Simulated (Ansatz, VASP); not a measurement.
# Y: VASP beside Ansatz

```
Y
1.0
     3.60075    0.00000    0.00000
    -1.80038    3.11834    0.00000
     0.00000    0.00000   11.76006
Y
4
Direct
  0.00000 0.00000 0.00000
  0.00000 0.00000 0.50000
  0.33333 0.66667 0.25000
  0.66667 0.33333 0.75000
```

Alike in both runs: task relaxation of cell and atoms; functional revPBE; k mesh 10 × 10 × 3; occupations fermi-dirac, width 0.1 eV; no spin polarisation.

```csv
,VASP,Ansatz
version,VASP 6.6.1,Ansatz 0.2.0
potentials or method,"VASP PAW PBE potentials, release 64 (Y_sv), cutoff 600 eV","plane waves (420 eV) with PAW, scalar-relativistic"
valence electrons in the cell,44,44
```

|  | VASP | Ansatz | Ansatz less VASP |
| --- | --- | --- | --- |
| relaxed volume (Å³/atom) | 33.52 | 33.61 | +0.091 |
| relaxed length of the cell vector where the two differ most in proportion (Å) | 11.678 | 11.690 | +0.0117 |

VASP's potentials were made for PBE, not for revPBE.
